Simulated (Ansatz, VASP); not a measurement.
Two plane-wave programs on Cr

```
Cr
1.0
     2.84863    0.00000    0.00000
     0.00000    2.84863    0.00000
     0.00000    0.00000   16.00000
Cr
1
Direct
  0.00000 0.00000 0.50000
```

Alike in both runs: task single point; functional PBE; k mesh 14 × 14 × 1; occupations fermi-dirac, width 0.1 eV; collinear spin.

|  | VASP | Ansatz |
| --- | --- | --- |
| version | VASP 6.6.1 | Ansatz 0.2.0 |
| potentials or method | VASP PAW PBE potentials, release 64 (Cr_pv) | PAW with Ansatz's default frozen-core files, scalar-relativistic |
| plane-wave cutoff (eV) | 520 | 420 |
| valence electrons in the cell | 12 | 14 |

|  | VASP | Ansatz | Ansatz less VASP |
| --- | --- | --- | --- |
| net moment per atom (μB) | 4.86 | 4.85 | -0.012 |
| size of the moment on the site where the two differ most (μB) | 4.13 | 4.13 | +0.004 |

Site moments also hang on the region over which each program counts them. With one functional, cell and mesh, what is left measures potentials, basis and numerics. VASP's potentials hold 12 valence electrons a cell and Ansatz's 14, so a difference there can come from the potentials and not from the codes.
